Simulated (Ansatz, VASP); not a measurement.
**One calculation of Mo, two programs**

File INCAR:

```
SYSTEM = Mo
ALGO = Normal ; EDIFF = 1E-6
ENCUT = 500 ; GGA = PE
GGA_COMPAT = .FALSE. ; ISIF = 2
ISMEAR = 0 ; LASPH = .TRUE.
LCHARG = .FALSE. ; LREAL = .FALSE.
LWAVE = .FALSE. ; NBANDS = 13
NELM = 120 ; PREC = Accurate
SIGMA = 0.1
```

KPOINTS

```
k-points
0
G
  8 8 8
  0 0 0
```

File POSCAR:

```
Mo
1.0
   -1.5710000000      1.5710000000      1.5710000000
    1.5710000000     -1.5710000000      1.5710000000
    1.5710000000      1.5710000000     -1.5710000000
Mo
1
Direct
    0.0000000000      0.0000000000      0.0000000000
```

Input for Ansatz:

```yaml
crystal:
  lattice:
    - [-1.571, 1.571, 1.571]
    - [1.571, -1.571, 1.571]
    - [1.571, 1.571, -1.571]
  atoms:
    - { symbol: Mo, position: [0.0, 0.0, 0.0] }
basis:
  ecutwfc: 420
kpoints:
  mp_grid: { grid: [8, 8, 8] }
hamiltonian:
  xc: pbe
scf:
  occupations: { method: gaussian, width: 0.1 }
output:
  forces: true
  stress: true
  eigenvalues: true
```

Alike in both runs: task single point; functional PBE; k mesh 8 × 8 × 8; occupations gaussian, width 0.1 eV; no spin polarisation.

|  | VASP | Ansatz |
| --- | --- | --- |
| version | VASP 6.6.1 | Ansatz 0.2.0 |
| potentials or method | VASP PAW PBE potentials, release 64 (Mo_sv), cutoff 500 eV | scalar-relativistic, plane waves, PAW |
| valence electrons in the cell | 14 | 14 |

|  | VASP | Ansatz | Ansatz less VASP |
| --- | --- | --- | --- |
| gap on the k mesh at the Fermi level (eV) | none | none | - |
| pressure (GPa) | 5.9 | 5.4 | -0.56 |

A gap of «none» marks a metal or a gap that the smearing closes. The functional is the same, so the differences come from potentials, cutoffs and numerics.
